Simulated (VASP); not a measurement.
# ZnS (F-43m) in VASP: a series of runs

Aim: see how the results for ZnS move with the level of theory and the settings. Levels: r2SCANh, PBE. Tasks: single point.

Everything below comes from runs of VASP 6.6.1. Logs are shortened: lines on timing, memory, paths and dates and some standing lists are left out, and cuts for length are marked.

**Experimental background.**

From “Electronic, vibrational, and thermodynamic properties of ZnS (zincblende and rocksalt structure)”, 2009, arxiv:0911.5022, for a bulk crystal of ZnS at 19 K: band gap 3.85 eV (direct).

The results are compared with them further down.

## Step 1: The cell of the first run

The structure is cubic, space group F-43m (No. 216). The conventional cell has a = 5.388 Å, b = 5.388 Å, c = 5.388 Å, α = 90.00°, β = 90.00°, γ = 90.00°. Zn (site symmetry -43m) has 4 S at 2.33 Å within 3.1 Å. Within 3.1 Å of S (site symmetry -43m) lie 4 Zn at 2.33 Å.

## Step 2: Single point, r2SCANh

Contents of POSCAR:

```
ZnS
1.0
    0.0000000000      2.6940955616      2.6940955616
    2.6940955616      0.0000000000      2.6940955616
    2.6940955616      2.6940955616      0.0000000000
Zn S
1 1
Direct
    0.2500000000      0.2500000000      0.2500000000
    0.0000000000      0.0000000000      0.0000000000
```

Contents of INCAR.step1:

```
SYSTEM = ZnS
PREC = Accurate ; ENCUT = 520
EDIFF = 1E-5 ; ISMEAR = 0
SIGMA = 0.01 ; LREAL = .False.
LASPH = .True. ; NELM = 60
ALGO = Normal ; ISIF = 2
LWAVE = .True. ; LCHARG = .False.
NBANDS = 16 ; GGA = PE
```

Contents of INCAR.step2:

```
SYSTEM = ZnS
PREC = Accurate ; ENCUT = 520
EDIFF = 1E-6 ; ISMEAR = 0
SIGMA = 0.01 ; LREAL = .False.
LASPH = .True. ; NELM = 60
ALGO = Normal ; ISIF = 2
LWAVE = .False. ; LCHARG = .False.
METAGGA = R2SCAN ; LHFCALC = .True.
AEXX = 0.1 ; LMIXTAU = .True.
PRECFOCK = Normal ; NBANDS = 16
ISTART = 1
```

Contents of KPOINTS:

```
regular mesh
0
Gamma
  6 6 6
  0 0 0
```

Potentials or basis: VASP PAW PBE potentials, release 64 (Zn, S).

Started as:

```sh
$ cat potpaw_PBE.64/Zn/POTCAR potpaw_PBE.64/S/POTCAR > POTCAR
$ cp INCAR.step1 INCAR
$ mpirun -np 1 vasp_std > vasp.out
$ cp INCAR.step2 INCAR
$ mpirun -np 1 vasp_std > vasp.out
```

OUTCAR:

```text
SYSTEM = ZnS
   PREC = Accurate
   ENCUT = 520
   EDIFF = 1E-6
   ISMEAR = 0
   LREAL = .False.
   LASPH = .True.
   NELM = 60
   ISIF = 2
   METAGGA = R2SCAN
   LHFCALC = .True.
   AEXX = 0.1
   PRECFOCK = Normal
   ISTART = 1

 ion  position               nearest neighbor table
   1  0.250  0.250  0.250-   2 2.33   2 2.33   2 2.33   2 2.33
   2  0.000  0.000  0.000-   1 2.33   1 2.33   1 2.33   1 2.33

  LATTYP: Found a face centered cubic cell.
 ALAT       =     5.3881911232

  Lattice vectors:

 A1 = (   0.0000000000,   2.6940955616,   2.6940955616)
 A2 = (   2.6940955616,   0.0000000000,   2.6940955616)
 A3 = (   2.6940955616,   2.6940955616,   0.0000000000)

Analysis of symmetry for initial positions (statically):
=====================================================================
 Subroutine PRICEL returns:
 Original cell was already a primitive cell.

 Routine SETGRP: Setting up the symmetry group for a
 face centered cubic supercell.

 Subroutine GETGRP returns: Found 24 space group operations
 (whereof 24 operations were pure point group operations)
 out of a pool of 48 trial point group operations.

The static configuration has the point symmetry T_d .

Analysis of symmetry for dynamics (positions and initial velocities):
=====================================================================
 Subroutine PRICEL returns:
 Original cell was already a primitive cell.

 Routine SETGRP: Setting up the symmetry group for a
 face centered cubic supercell.

 Subroutine GETGRP returns: Found 24 space group operations
 (whereof 24 operations were pure point group operations)
 out of a pool of 48 trial point group operations.

The dynamic configuration has the point symmetry T_d .

 Subroutine INISYM returns: Found 24 space group operations
 (whereof 24 operations are pure point group operations),
 and found     1 'primitive' translations

----------------------------------------------------------------------------------------

                                     Primitive cell

  volume of cell :      39.1083

  direct lattice vectors                    reciprocal lattice vectors
     0.000000000  2.694095562  2.694095562    -0.185591041  0.185591041  0.185591041
     2.694095562  0.000000000  2.694095562     0.185591041 -0.185591041  0.185591041
     2.694095562  2.694095562  0.000000000     0.185591041  0.185591041 -0.185591041

  length of vectors
     3.810026482  3.810026482  3.810026482     0.321453113  0.321453113  0.321453113

  position of ions in fractional coordinates (direct lattice)
     0.250000000  0.250000000  0.250000000
     0.000000000  0.000000000  0.000000000

  ion indices of the primitive-cell ions
   primitive index   ion index
                 1           1
                 2           2

----------------------------------------------------------------------------------------

 KPOINTS: regular mesh

Automatic generation of k-mesh.
 Grid dimensions read from file:
 generate k-points for:    6    6    6

 Generating k-lattice:

  Cartesian coordinates                     Fractional coordinates (reciprocal lattice)
    -0.030931840  0.030931840  0.030931840     0.166666667  0.000000000  0.000000000
     0.030931840 -0.030931840  0.030931840     0.000000000  0.166666667  0.000000000
     0.030931840  0.030931840 -0.030931840     0.000000000  0.000000000  0.166666667

  Length of vectors
     0.053575519  0.053575519  0.053575519

  Shift w.r.t. Gamma in fractional coordinates (k-lattice)
     0.000000000  0.000000000  0.000000000

 Subroutine IBZKPT returns following result:
 ===========================================

 Found     16 irreducible k-points:

 Following reciprocal coordinates:
            Coordinates               Weight
  0.000000  0.000000  0.000000      1.000000
  0.166667  0.000000  0.000000      8.000000
  0.333333  0.000000  0.000000      8.000000
  0.500000  0.000000  0.000000      4.000000
  0.166667  0.166667  0.000000      6.000000
  0.333333  0.166667  0.000000     24.000000
[... 8 lines left out ...]
 -0.333333  0.333333  0.166667     24.000000
 -0.333333  0.500000  0.166667     12.000000
   k-points           NKPTS =     16   k-points in BZ     NKDIM =    216   number of bands    NBANDS=     16
   number of dos      NEDOS =    301   number of ions     NIONS =      2
   total plane-waves  NPLWV =  21952
   dimension x,y,z NGX =    28 NGY =   28 NGZ =   28
   dimension x,y,z NGXF=    56 NGYF=   56 NGZF=   56
   ions per type =               1   1
   NGX,Y,Z   is equivalent  to a cutoff of  12.22, 12.22, 12.22 a.u.
   NGXF,Y,Z  is equivalent  to a cutoff of  24.43, 24.43, 24.43 a.u.
 SYSTEM =  ZnS
   PREC   = accura    normal or accurate (medium, high low for compatibility)
   ISTART =      1    job   : 0-new  1-cont  2-samecut
   ICHARG =      0    charge: 1-file 2-atom 10-const
   ISPIN  =      1    spin polarized calculation?
   LNONCOLLINEAR =      F non collinear calculations
   LSORBIT =      F    spin-orbit coupling
   LASPH  =      T    aspherical Exc in radial PAW
   ENCUT  =  520.0 eV  38.22 Ry    6.18 a.u.   7.08  7.08  7.08*2*pi/ulx,y,z
   NELM   =     60;   NELMIN=  2; NELMDL=  0     # of ELM steps
   EDIFF  = 0.1E-05   stopping-criterion for ELM
   LREAL  =      F    real-space projection
   EDIFFG = 0.1E-04   stopping-criterion for IOM
   NSW    =      0    number of steps for IOM
   IBRION =     -1    ionic relax: 0-MD 1-quasi-New 2-CG
   NFREE  =      0    steps in history (QN), initial steepest desc. (CG)
   ISIF   =      2    stress and relaxation
   ISYM   =      3    0-nonsym 1-usesym 2-fastsym
   POTIM  = 0.5000    time-step for ionic-motion
   TEBEG  =    0.0;   TEEND  =   0.0 temperature during run
   PSTRESS=    0.0 pullay stress
   NELECT =      18.0000    total number of electrons
   NUPDOWN=      -1.0000    fix difference up-down
   EMIN   =  10.00;   EMAX   =-10.00  energy-range for DOS
   EFERMI =   0.00;   METHOD = LEGACY
   ISMEAR =     0;   SIGMA  =   0.01  broadening in eV -4-tet -1-fermi 0-gaus
   EFERMI_NEDOS =   21; number of points for ismear=-14 and -15
   IALGO  =     38    algorithm
   IMIX   =      1    mixing-type and parameters
     AMIX     =   0.40;   BMIX     =  1.00
     AMIX_MAG =   1.60;   BMIX_MAG =  1.00
  volume/ion in A,a.u.               =      19.55       131.96
  Fermi-wavevector in a.u.,A,eV,Ry     =   1.263987  2.388589 21.737533  1.597664
  Thomas-Fermi vector in A             =   2.397316
   LORBIT       =      0    0 simple, 1 ext, 2 COOP (PROOUT), +10 PAW based schemes
   METAGGA = R2SCAN    functional components
   LHFCALC =     T    Hartree Fock is set to
   PRECFOCK=normal    Normal, Fast or Accurate (Low or Medium for compatibility)
   ENCUT4O =  -1.0   cutoff for four orbital integrals eV
   NKREDX  =     1    reduce k-point grid by
   NKREDY  =     1    reduce k-point grid by
   NKREDZ  =     1    reduce k-point grid by
   AEXX    =    0.1000 exact exchange contribution
   HFSCREEN=    0.0000 screening length (either q_TF or 0.3 A-1)
   HFSCREENC=   0.0000 screening length for correlation (either q_TF or 0.3 A-1)
   ENCUTFOCK=  -1.0 apply spherical cutoff to Coloumb kernel
   IVDW    =     0    specifies the selected vdW correction
   LEPSILON=     F    determine dielectric tensor
   LRPA    =     F    only Hartree local field effects (RPA)
 non-spin polarized calculation
 Gauss-broadening in eV      SIGMA  =   0.01
  energy-cutoff  :      520.00
  volume of cell :       39.11
 maximum number of plane-waves:      1067
  NGX = 24; NGY = 24; NGZ = 24

 number of electron      18.0000006 magnetization

 Free energy of the ion-electron system (eV)
  ---------------------------------------------------
  ext. energy  EPLUGINS =         0.00000000
  ---------------------------------------------------
  free energy    TOTEN  =       -18.55096133 eV

  energy without entropy =      -18.55096133  energy(sigma->0) =      -18.55096133

 E-fermi :   1.5650     XC(G=0):  -9.4115

 val. band max:        1.5176089425   @ k =   0.0000   0.0000   0.0000
 cond. band min:       4.9036285470   @ k =   0.0000   0.0000   0.0000
 fundamental gap:      3.3860196044
 Fermi energy:         1.5650014917

 k-point     1 :       0.0000    0.0000    0.0000
  band No.  band energies     occupation
      1     -12.6338      2.00000
      2      -5.6220      2.00000
      3      -5.6220      2.00000
      4      -5.6219      2.00000
      5      -5.1011      2.00000
      6      -5.1011      2.00000
[... 8 lines left out ...]
     15      14.6318      0.00000
     16      14.9034      0.00000

 k-point     2 :       0.1667    0.0000    0.0000
  band No.  band energies     occupation
      1     -12.4174      2.00000
      2      -5.5970      2.00000
      3      -5.5853      2.00000
      4      -5.5853      2.00000
      5      -5.1029      2.00000
      6      -5.1029      2.00000
[... 8 lines left out ...]
     15      13.7831      0.00000
     16      15.6380      0.00000

 k-point     3 :       0.3333    0.0000    0.0000
  band No.  band energies     occupation
      1     -11.9284      2.00000
      2      -5.5230      2.00000
      3      -5.5230      2.00000
      4      -5.3871      2.00000
      5      -5.0904      2.00000
      6      -5.0903      2.00000
[... 8 lines left out ...]
     15      14.4862      0.00000
     16      14.7333      0.00000

 k-point     4 :       0.5000    0.0000    0.0000
  band No.  band energies     occupation
      1     -11.6469      2.00000
      2      -5.4998      2.00000
      3      -5.4998      2.00000
      4      -5.0731      2.00000
      5      -5.0730      2.00000
      6      -4.8850      2.00000
[... 8 lines left out ...]
     15      16.4533      0.00000
     16      16.4533      0.00000

 k-point     5 :       0.1667    0.1667    0.0000
  band No.  band energies     occupation
      1     -12.3451      2.00000
      2      -5.6323      2.00000
      3      -5.5507      2.00000
      4      -5.5506      2.00000
      5      -5.1271      2.00000
      6      -5.0822      2.00000
[... 8 lines left out ...]
     15      15.0140      0.00000
     16      17.1459      0.00000

 k-point     6 :       0.3333    0.1667    0.0000
  band No.  band energies     occupation
      1     -11.9427      2.00000
      2      -5.5674      2.00000
      3      -5.4772      2.00000
      4      -5.4468      2.00000
      5      -5.1181      2.00000
      6      -5.0664      2.00000
[... 8 lines left out ...]
     15      15.5098      0.00000
     16      16.9614      0.00000
[... 115 lines left out ...]
 k-point    13 :       0.5000    0.5000    0.0000
  band No.  band energies     occupation
      1     -11.3162      2.00000
      2      -5.5579      2.00000
      3      -5.2718      2.00000
      4      -5.2718      2.00000
      5      -5.0255      2.00000
      6      -4.8602      2.00000
[... 8 lines left out ...]
     15      16.7411      0.00000
     16      17.6106      0.00000

 k-point    14 :       0.5000    0.3333    0.1667
  band No.  band energies     occupation
      1     -11.5903      2.00000
      2      -5.4882      2.00000
      3      -5.4296      2.00000
      4      -5.2897      2.00000
      5      -5.0758      2.00000
      6      -5.0095      2.00000
[... 8 lines left out ...]
     15      17.1208      0.00000
     16      17.8022      0.00000

 k-point    15 :      -0.3333    0.3333    0.1667
  band No.  band energies     occupation
      1     -11.3994      2.00000
      2      -5.4632      2.00000
      3      -5.3885      2.00000
      4      -5.1568      2.00000
      5      -5.1054      2.00000
      6      -4.7580      2.00000
[... 8 lines left out ...]
     15      16.8839      0.00000
     16      17.6097      0.00000

 k-point    16 :      -0.3333    0.5000    0.1667
  band No.  band energies     occupation
      1     -11.3117      2.00000
      2      -5.4790      2.00000
      3      -5.3234      2.00000
      4      -5.2169      2.00000
      5      -5.0766      2.00000
      6      -4.7228      2.00000
[... 8 lines left out ...]
     15      17.0296      0.00000
     16      18.0223      0.00000

------------------------ aborting loop because EDIFF is reached ----------------------------------------

  FORCE on cell =-STRESS in cart. coord.  units (eV):
  Direction    XX          YY          ZZ          XY          YZ          ZX
  --------------------------------------------------------------------------------------
  -------------------------------------------------------------------------------------
  Total        0.0217534      0.0217534      0.0217534      0.0000000     -0.0000000      0.0000000
  in kB        0.8911851      0.8911851      0.8911851      0.0000000     -0.0000000      0.0000000
  external PRESSURE =       0.8911851 kB  Pullay stress =       0.0000000 kB

 VOLUME and BASIS-vectors are now :
 -----------------------------------------------------------------------------
  energy-cutoff  :      520.00
  volume of cell :       39.11
      direct lattice vectors                 reciprocal lattice vectors
     0.000000000  2.694095562  2.694095562    -0.185591041  0.185591041  0.185591041
     2.694095562  0.000000000  2.694095562     0.185591041 -0.185591041  0.185591041
     2.694095562  2.694095562  0.000000000     0.185591041  0.185591041 -0.185591041

 POSITION                                       TOTAL-FORCE (eV/Angst)
 -----------------------------------------------------------------------------------
      1.34705      1.34705      1.34705        -0.000000     -0.000000     -0.000000
      0.00000      0.00000      0.00000         0.000000      0.000000      0.000000
 -----------------------------------------------------------------------------------
    total drift:                               -0.000063     -0.000043     -0.000040

  FREE ENERGIE OF THE ION-ELECTRON SYSTEM (eV)
  ---------------------------------------------------
  free  energy   TOTEN  =       -18.5509613290 eV

  energy  without entropy=      -18.5509613290  energy(sigma->0) =      -18.55096133
```

Wall time 31 min (1 thread of Intel Xeon Platinum 8488C (Sapphire Rapids), shared host); peak memory 0.18 GiB.

What came out:

```yaml
Free_energy: -18.5510 eV
Pressure: 0.1 GPa
Band_gap_on_the_k_mesh: 3.39 eV, direct
```

Levels at points of the mesh, in eV from the valence-band top:
```csv
k point,band 5,band 6,band 7,band 8,band 9,band 10,band 11,band 12,band 13,band 14
"(0.00, 0.00, 0.00)",-6.62,-6.62,0.00,0.00,0.00,3.39,7.63,7.63,7.63,13.11
"(0.50, 0.00, 0.00)",-6.59,-6.40,-5.59,-0.92,-0.92,4.53,8.12,8.12,10.19,13.68
"(0.50, 0.50, 0.00)",-6.54,-6.38,-4.86,-2.37,-2.37,4.32,5.18,12.65,13.76,13.76
```

Caveat: the PAW data sets were made with another functional, which shifts forces and pressure a little.

[end of part 1 of 2]
